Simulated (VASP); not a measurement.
Wanted: the native input for a VASP 6.6.1 run.

```yaml
Task: single point
Functional: LDA
Potentials_or_basis: VASP PAW LDA potentials, release 64 (Ce, O)
Cutoff: 600 eV
k_mesh: 8 × 8 × 8
Occupations: gaussian, width 0.01 eV
Spin: no spin polarisation
Dipole_correction: no
Further_INCAR_settings: ALGO = Normal; EDIFF = 1e-06; NBANDS = 19
```

The structure of CeO2 lies in POSCAR:

```
CeO2
1.0
    0.0000000000      2.6400837616      2.6400837616
    2.6400837616      0.0000000000      2.6400837616
    2.6400837616      2.6400837616      0.0000000000
Ce O
1 2
Direct
    0.0000000000      0.0000000000      0.0000000000
    0.2500000000      0.2500000000      0.2500000000
    0.7500000000      0.7500000000      0.7500000000
```

One way to write it, as run:

INCAR

```
ALGO     = Normal         # electronic algorithm
EDIFF    = 1E-6           # SCF threshold, eV
ENCUT    = 600            # plane-wave cutoff, eV
GGA      = CA             # functional
GGA_COMPAT= False        
ISIF     = 2              # what is computed and relaxed
ISMEAR   = 0              # smearing method
LASPH    = True           # aspherical terms in the spheres
LCHARG   = True           # write CHGCAR
LELF     = True           # ELF
LMAXMIX  = 6              # l up to which the mixer works
LREAL    = False          # projectors in reciprocal space
LVHAR    = True         
LWAVE    = False          # write WAVECAR
NBANDS   = 19             # bands
NELM     = 200            # most SCF steps
PREC     = Accurate       # precision mode
SIGMA    = 0.01           # smearing width, eV
```

KPOINTS

```
k-points
0
Gamma
  8 8 8
```

Potentials or basis: VASP PAW LDA potentials, release 64 (Ce, O).

Launch:

```console
$ cat potpaw_LDA.64/Ce/POTCAR potpaw_LDA.64/O/POTCAR > POTCAR
$ mpirun -np 1 vasp_std > vasp.out
```

It gave:

| Quantity | Value |
| --- | --- |
| Pressure | 10.4 GPa |
| Band gap on the k mesh | 2.07 eV (least direct gap 2.21 eV) |

Caveat: the cell stands under pressure; spin-orbit coupling is left out, which moves the levels of the heavy elements.

Wall time 53 s on 1 thread of Intel Xeon 8259CL (shared host), peak memory 0.18 GiB.
